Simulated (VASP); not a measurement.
## ZnRe: single point with PBEsol

ZnRe:

```
Zn Re
1.0
     2.74822    0.00000    0.00000
    -1.37411    2.38003    0.00000
     0.00000    0.00000    4.49407
Zn Re
1 1
Direct
  0.00000 0.00000 0.00000
  0.33333 0.66667 0.50000
```

```
Program             : VASP 6.6.1
Task                : single point
Functional          : PBEsol
Potentials or basis : VASP PAW PBE potentials, release 64 (Zn, Re)
Cutoff              : 520 eV
k mesh              : 16 × 16 × 9
Occupations         : fermi-dirac, width 0.08 eV
Spin                : collinear spin
Starting moments    : [0.0, 1.5] μB
```

```
Pressure                                              : -9.1 GPa
Net moment                                            : 0.00 μB per cell
Valence electrons inside the program's atomic spheres : Zn 10.89; Re 5.90
```

Stress tensor (GPa, compression positive):
```
-9.25  0.00  0.00
 0.00 -9.25  0.00
 0.00  0.00 -8.87
```

Levels at points of the mesh, in eV from the Fermi level:
Spin up:
```tsv
k point	band 8	band 9	band 10	band 11	band 12	band 13
(0.00, 0.00, 0.00)	-1.50	-1.21	-1.21	1.74	1.74	4.77
(0.50, 0.00, 0.00)	-3.22	-1.59	0.78	4.22	5.01	6.41
```
Spin down:
| k point | band 6 | band 7 | band 8 | band 9 | band 10 | band 11 | band 12 | band 13 | band 14 | band 15 |
| --- | --- | --- | --- | --- | --- | --- | --- | --- | --- | --- |
| (0.00, 0.00, 0.00) | -6.83 | -4.97 | -1.50 | -1.21 | -1.21 | 1.73 | 1.73 | 4.77 | 14.78 | 17.20 |
| (0.50, 0.00, 0.00) | -5.33 | -3.94 | -3.22 | -1.59 | 0.78 | 4.22 | 5.01 | 6.41 | 6.71 | 9.92 |

It took 2.8 min on 1 thread of AMD EPYC 9R14 (Zen 4) (shared host), peak memory 0.23 GiB.

Caveat: the cell stands under tension; the PAW data sets were made with another functional, which shifts forces and pressure a little; spin-orbit coupling is left out, which moves the levels of the heavy elements.
